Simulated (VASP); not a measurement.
# PbS in VASP: single point with LDA

Aim: the single point of PbS with LDA.

All numbers are computed with VASP 6.6.1; they aren't measurements. Logs are shortened: lines on timing, memory, paths and dates and some standing lists are left out, and cuts for length are marked.

## 1. The cell of the first run

The cell holds a slab with vacuum, 4 atoms: a = 4.130 Å, b = 4.130 Å, c = 11.759 Å, α = 93.75°, β = 93.75°, γ = 89.21°.

## 2. Single point, LDA

Input file INCAR:

```
SYSTEM = PbS
ALGO = Normal ; EDIFF = 1E-7
ENCUT = 520 ; GGA = CA
ISIF = 2 ; ISMEAR = 0
LASPH = .TRUE. ; LCHARG = .FALSE.
LREAL = .FALSE. ; LWAVE = .FALSE.
NBANDS = 28 ; NELM = 80
PREC = Accurate ; SIGMA = 0.01
```

Input file KPOINTS:

```
k-points
0
G
  4 4 2
  0 0 0
```

Input file POSCAR:

```
PbS
1.0
    2.9405000000     -2.9000000000      0.0000000000
    2.9405000000      2.9000000000      0.0000000000
   -1.0800550000      0.0000000000     11.7092940000
Pb S
2 2
Direct
    0.7756000000      0.7756000000      0.6363800000
    0.2244000000      0.2244000000      0.3636200000
    0.2684000000      0.2684000000      0.5986000000
    0.7316000000      0.7316000000      0.4014000000
```

Potentials or basis: VASP PAW LDA potentials, release 64 (Pb_d, S).

Run with:

```sh
$ cat potpaw_LDA.64/Pb_d/POTCAR potpaw_LDA.64/S/POTCAR > POTCAR
$ mpirun -np 1 vasp_std > vasp.out
```

OUTCAR:

```text
SYSTEM = PbS
   EDIFF = 1E-7
   ENCUT = 520
   GGA = CA
   ISIF = 2
   ISMEAR = 0
   LASPH = .TRUE.
   LREAL = .FALSE.
   NELM = 80
   PREC = Accurate

 ion  position               nearest neighbor table
   1  0.776  0.776  0.636-   4 2.75   3 2.93   3 2.93   3 2.97   3 2.98
   2  0.224  0.224  0.364-   3 2.75   4 2.93   4 2.93   4 2.97   4 2.98
   3  0.268  0.268  0.599-   2 2.75   1 2.93   1 2.93   1 2.97   1 2.98
   4  0.732  0.732  0.401-   1 2.75   2 2.93   2 2.93   2 2.97   2 2.98

  LATTYP: Found a base centered monoclinic cell.
 ALAT       =     5.8810000000
 B/A-ratio  =     0.9862268322
 C/A-ratio  =     1.9994899100
 COS(beta)  =    -0.0918492206

  Lattice vectors:

 A1 = (   2.9405000000,  -2.9000000000,   0.0000000000)
 A2 = (   2.9405000000,   2.9000000000,   0.0000000000)
 A3 = (  -1.0800550000,   0.0000000000,  11.7092940000)

Analysis of symmetry for initial positions (statically):
=====================================================================
 Subroutine PRICEL returns:
 Original cell was already a primitive cell.

 Routine SETGRP: Setting up the symmetry group for a
 base centered monoclinic supercell.

 Subroutine GETGRP returns: Found  4 space group operations
 (whereof  4 operations were pure point group operations)
 out of a pool of  4 trial point group operations.

The static configuration has the point symmetry C_2h.

Analysis of symmetry for dynamics (positions and initial velocities):
=====================================================================
 Subroutine PRICEL returns:
 Original cell was already a primitive cell.

 Routine SETGRP: Setting up the symmetry group for a
 base centered monoclinic supercell.

 Subroutine GETGRP returns: Found  4 space group operations
 (whereof  4 operations were pure point group operations)
 out of a pool of  4 trial point group operations.

The dynamic configuration has the point symmetry C_2h.

 Subroutine INISYM returns: Found  4 space group operations
 (whereof  4 operations are pure point group operations),
 and found     1 'primitive' translations

----------------------------------------------------------------------------------------

                                     Primitive cell

  volume of cell :     199.7008

  direct lattice vectors                    reciprocal lattice vectors
     2.940500000 -2.900000000  0.000000000     0.170039109 -0.172413793  0.015684258
     2.940500000  2.900000000  0.000000000     0.170039109  0.172413793  0.015684258
    -1.080055000  0.000000000 11.709294000     0.000000000  0.000000000  0.085402245

  length of vectors
     4.129956447  4.129956447 11.759000161     0.242663987  0.242663987  0.085402245

  position of ions in fractional coordinates (direct lattice)
     0.775600000  0.775600000  0.636380000
     0.224400000  0.224400000  0.363620000
     0.268400000  0.268400000  0.598600000
     0.731600000  0.731600000  0.401400000

  ion indices of the primitive-cell ions
   primitive index   ion index
                 1           1
                 2           2
                 3           3
                 4           4

----------------------------------------------------------------------------------------

 KPOINTS: k-points

Automatic generation of k-mesh.
 Grid dimensions read from file:
 generate k-points for:    4    4    2

 Generating k-lattice:

  Cartesian coordinates                     Fractional coordinates (reciprocal lattice)
     0.042509777 -0.043103448  0.003921065     0.250000000  0.000000000 -0.000000000
     0.042509777  0.043103448  0.003921065     0.000000000  0.250000000 -0.000000000
     0.000000000  0.000000000  0.042701123     0.000000000  0.000000000  0.500000000

  Length of vectors
     0.060665997  0.060665997  0.042701123

  Shift w.r.t. Gamma in fractional coordinates (k-lattice)
     0.000000000  0.000000000  0.000000000

 Subroutine IBZKPT returns following result:
 ===========================================

 Found     14 irreducible k-points:

 Following reciprocal coordinates:
            Coordinates               Weight
  0.000000  0.000000  0.000000      1.000000
  0.250000  0.000000 -0.000000      4.000000
  0.500000  0.000000 -0.000000      2.000000
  0.250000  0.250000 -0.000000      2.000000
  0.500000  0.250000  0.000000      4.000000
 -0.250000  0.250000  0.000000      2.000000
  0.500000  0.500000 -0.000000      1.000000
  0.000000  0.000000  0.500000      1.000000
  0.250000  0.000000  0.500000      4.000000
  0.500000  0.000000  0.500000      2.000000
  0.250000  0.250000  0.500000      2.000000
  0.500000  0.250000  0.500000      4.000000
 -0.250000  0.250000  0.500000      2.000000
  0.500000  0.500000  0.500000      1.000000
   k-points           NKPTS =     14   k-points in BZ     NKDIM =     14   number of bands    NBANDS=     28
   number of dos      NEDOS =    301   number of ions     NIONS =      4
   total plane-waves  NPLWV =  92160
   dimension x,y,z NGX =    32 NGY =   32 NGZ =   90
   dimension x,y,z NGXF=    64 NGYF=   64 NGZF=  180
   ions per type =               2   2
   NGX,Y,Z   is equivalent  to a cutoff of  12.88, 12.88, 12.72 a.u.
   NGXF,Y,Z  is equivalent  to a cutoff of  25.76, 25.76, 25.45 a.u.
 SYSTEM =  PbS
   PREC   = accura    normal or accurate (medium, high low for compatibility)
   ISTART =      0    job   : 0-new  1-cont  2-samecut
   ICHARG =      2    charge: 1-file 2-atom 10-const
   ISPIN  =      1    spin polarized calculation?
   LNONCOLLINEAR =      F non collinear calculations
   LSORBIT =      F    spin-orbit coupling
   LASPH  =      T    aspherical Exc in radial PAW
   ENCUT  =  520.0 eV  38.22 Ry    6.18 a.u.   7.68  7.68 21.86*2*pi/ulx,y,z
   NELM   =     80;   NELMIN=  2; NELMDL= -5     # of ELM steps
   EDIFF  = 0.1E-06   stopping-criterion for ELM
   LREAL  =      F    real-space projection
   EDIFFG = 0.1E-05   stopping-criterion for IOM
   NSW    =      0    number of steps for IOM
   IBRION =     -1    ionic relax: 0-MD 1-quasi-New 2-CG
   NFREE  =      0    steps in history (QN), initial steepest desc. (CG)
   ISIF   =      2    stress and relaxation
   ISYM   =      2    0-nonsym 1-usesym 2-fastsym
   POTIM  = 0.5000    time-step for ionic-motion
   TEBEG  =    0.0;   TEEND  =   0.0 temperature during run
   PSTRESS=    0.0 pullay stress
   NELECT =      40.0000    total number of electrons
   NUPDOWN=      -1.0000    fix difference up-down
   EMIN   =  10.00;   EMAX   =-10.00  energy-range for DOS
   EFERMI =   0.00;   METHOD = LEGACY
   ISMEAR =     0;   SIGMA  =   0.01  broadening in eV -4-tet -1-fermi 0-gaus
   EFERMI_NEDOS =   21; number of points for ismear=-14 and -15
   IALGO  =     38    algorithm
   IMIX   =      4    mixing-type and parameters
     AMIX     =   0.40;   BMIX     =  1.00
     AMIX_MAG =   1.60;   BMIX_MAG =  1.00
  volume/ion in A,a.u.               =      49.93       336.91
  Fermi-wavevector in a.u.,A,eV,Ry     =   0.957859  1.810091 12.483259  0.917494
  Thomas-Fermi vector in A             =   2.086915
   LORBIT       =      0    0 simple, 1 ext, 2 COOP (PROOUT), +10 PAW based schemes
   GGA     = CA    functional components
   LHFCALC =     F    Hartree Fock is set to
   AEXX    =    0.0000 exact exchange contribution
   IVDW    =     0    specifies the selected vdW correction
   LEPSILON=     F    determine dielectric tensor
   LRPA    =     F    only Hartree local field effects (RPA)
 non-spin polarized calculation
 Gauss-broadening in eV      SIGMA  =   0.01
  energy-cutoff  :      520.00
  volume of cell :      199.70
 maximum number of plane-waves:      5390
 NGX is ok and might be reduce to    32
   NGX = 15   NGY = 15   NGZ = 43

 number of electron      40.0000009 magnetization

 Free energy of the ion-electron system (eV)
  ---------------------------------------------------
  ext. energy  EPLUGINS =         0.00000000
  ---------------------------------------------------
  free energy    TOTEN  =       -19.35447060 eV

  energy without entropy =      -19.35447060  energy(sigma->0) =      -19.35447060

 E-fermi :   0.5689     XC(G=0):  -6.1151

 val. band max:        0.4665644558   @ k =   0.0000   0.0000   0.0000
 cond. band min:       1.6463809633   @ k =   0.0000   0.0000   0.5000
 fundamental gap:      1.1798165075
 Fermi energy:         0.5688951066

 k-point     1 :       0.0000    0.0000    0.0000
  band No.  band energies     occupation
      1     -15.8508      2.00000
      2     -15.7645      2.00000
      3     -15.7612      2.00000
      4     -15.7522      2.00000
      5     -15.7227      2.00000
      6     -15.7188      2.00000
[... 20 lines left out ...]
     27       6.6483      0.00000
     28       6.8927      0.00000

 k-point     2 :       0.2500    0.0000   -0.0000
  band No.  band energies     occupation
      1     -15.8236      2.00000
      2     -15.7647      2.00000
      3     -15.7413      2.00000
      4     -15.7302      2.00000
      5     -15.7297      2.00000
      6     -15.7287      2.00000
[... 20 lines left out ...]
     27       6.0242      0.00000
     28       6.9975      0.00000

 k-point     3 :       0.5000    0.0000   -0.0000
  band No.  band energies     occupation
      1     -15.7849      2.00000
      2     -15.7845      2.00000
      3     -15.7449      2.00000
      4     -15.7448      2.00000
      5     -15.7314      2.00000
      6     -15.7314      2.00000
[... 20 lines left out ...]
     27       6.0002      0.00000
     28       6.2094      0.00000

 k-point     4 :       0.2500    0.2500   -0.0000
  band No.  band energies     occupation
      1     -15.8188      2.00000
      2     -15.7761      2.00000
      3     -15.7415      2.00000
      4     -15.7385      2.00000
      5     -15.7318      2.00000
      6     -15.7198      2.00000
[... 20 lines left out ...]
     27       5.8290      0.00000
     28       7.1478      0.00000

 k-point     5 :       0.5000    0.2500    0.0000
  band No.  band energies     occupation
      1     -15.8147      2.00000
      2     -15.8134      2.00000
      3     -15.7448      2.00000
      4     -15.7438      2.00000
      5     -15.7318      2.00000
      6     -15.7293      2.00000
[... 20 lines left out ...]
     27       6.7275      0.00000
     28       6.8657      0.00000

 k-point     6 :      -0.2500    0.2500    0.0000
  band No.  band energies     occupation
      1     -15.8166      2.00000
      2     -15.7706      2.00000
      3     -15.7442      2.00000
      4     -15.7360      2.00000
      5     -15.7359      2.00000
      6     -15.7149      2.00000
[... 20 lines left out ...]
     27       5.7973      0.00000
     28       7.1102      0.00000

 k-point     7 :       0.5000    0.5000   -0.0000
  band No.  band energies     occupation
      1     -15.8554      2.00000
      2     -15.8552      2.00000
      3     -15.7454      2.00000
      4     -15.7404      2.00000
      5     -15.7285      2.00000
      6     -15.7260      2.00000
[... 20 lines left out ...]
     27       7.8855      0.00000
     28       8.0200      0.00000

 k-point     8 :       0.0000    0.0000    0.5000
  band No.  band energies     occupation
      1     -15.8508      2.00000
      2     -15.7645      2.00000
      3     -15.7612      2.00000
      4     -15.7522      2.00000
      5     -15.7227      2.00000
      6     -15.7188      2.00000
[... 20 lines left out ...]
     27       6.6493      0.00000
     28       6.8973      0.00000

 k-point     9 :       0.2500    0.0000    0.5000
  band No.  band energies     occupation
      1     -15.8236      2.00000
      2     -15.7647      2.00000
      3     -15.7413      2.00000
      4     -15.7302      2.00000
      5     -15.7297      2.00000
      6     -15.7287      2.00000
[... 20 lines left out ...]
     27       5.5998      0.00000
     28       6.8601      0.00000

 k-point    10 :       0.5000    0.0000    0.5000
  band No.  band energies     occupation
      1     -15.7849      2.00000
      2     -15.7845      2.00000
      3     -15.7449      2.00000
      4     -15.7447      2.00000
      5     -15.7314      2.00000
      6     -15.7314      2.00000
[... 20 lines left out ...]
     27       6.2354      0.00000
     28       6.6373      0.00000

 k-point    11 :       0.2500    0.2500    0.5000
  band No.  band energies     occupation
      1     -15.8188      2.00000
      2     -15.7761      2.00000
      3     -15.7415      2.00000
      4     -15.7385      2.00000
      5     -15.7318      2.00000
      6     -15.7198      2.00000
[... 20 lines left out ...]
     27       5.9748      0.00000
     28       6.8816      0.00000

 k-point    12 :       0.5000    0.2500    0.5000
  band No.  band energies     occupation
      1     -15.8147      2.00000
      2     -15.8134      2.00000
      3     -15.7447      2.00000
      4     -15.7438      2.00000
      5     -15.7318      2.00000
      6     -15.7293      2.00000
[... 20 lines left out ...]
     27       6.8370      0.00000
     28       7.0826      0.00000

 k-point    13 :      -0.2500    0.2500    0.5000
  band No.  band energies     occupation
      1     -15.8166      2.00000
      2     -15.7706      2.00000
      3     -15.7442      2.00000
      4     -15.7360      2.00000
      5     -15.7359      2.00000
      6     -15.7149      2.00000
[... 20 lines left out ...]
     27       6.0311      0.00000
     28       6.7952      0.00000

 k-point    14 :       0.5000    0.5000    0.5000
  band No.  band energies     occupation
      1     -15.8554      2.00000
      2     -15.8553      2.00000
      3     -15.7454      2.00000
      4     -15.7405      2.00000
      5     -15.7285      2.00000
      6     -15.7260      2.00000
[... 20 lines left out ...]
     27       7.8855      0.00000
     28       8.0200      0.00000

------------------------ aborting loop because EDIFF is reached ----------------------------------------

  FORCE on cell =-STRESS in cart. coord.  units (eV):
  Direction    XX          YY          ZZ          XY          YZ          ZX
  --------------------------------------------------------------------------------------
  -------------------------------------------------------------------------------------
  Total       -2.4224654     -1.4118925     -3.3412985      0.0000000      0.0000000     -0.0131522
  in kB      -19.4351671    -11.3274541    -26.8068616      0.0000000      0.0000000     -0.1055185
  external PRESSURE =     -19.1898276 kB  Pullay stress =       0.0000000 kB

 VOLUME and BASIS-vectors are now :
 -----------------------------------------------------------------------------
  energy-cutoff  :      520.00
  volume of cell :      199.70
      direct lattice vectors                 reciprocal lattice vectors
     2.940500000 -2.900000000  0.000000000     0.170039109 -0.172413793  0.015684258
     2.940500000  2.900000000  0.000000000     0.170039109  0.172413793  0.015684258
    -1.080055000  0.000000000 11.709294000     0.000000000  0.000000000  0.085402245

 POSITION                                       TOTAL-FORCE (eV/Angst)
 -----------------------------------------------------------------------------------
      3.87398      0.00000      7.45156        -0.001310      0.000000     -0.809405
      0.92697      0.00000      4.25773         0.001310      0.000000      0.809405
      0.93194      0.00000      7.00918        -0.004251      0.000000     -0.307535
      3.86901      0.00000      4.70011         0.004251      0.000000      0.307535
 -----------------------------------------------------------------------------------
    total drift:                                0.000000      0.000000      0.000000

  FREE ENERGIE OF THE ION-ELECTRON SYSTEM (eV)
  ---------------------------------------------------
  free  energy   TOTEN  =       -19.3544706001 eV

  energy  without entropy=      -19.3544706001  energy(sigma->0) =      -19.35447060
```

Run time: 46 s. Hardware: 1 thread of Intel Xeon 6975P-C (Granite Rapids), shared host; peak memory 0.26 GiB.

Results:

```yaml
Free_energy: -19.3545 eV
Largest_force: 0.809 eV/Å
Band_gap_on_the_k_mesh: 1.18 eV, direct
```

Forces in eV/Å, atoms in the order of the input:
```
Pb  -0.001  0.000 -0.809
Pb   0.001  0.000  0.809
S   -0.004  0.000 -0.308
S    0.004  0.000  0.308
```

Caveat: spin-orbit coupling is left out, which moves the levels of the heavy elements.
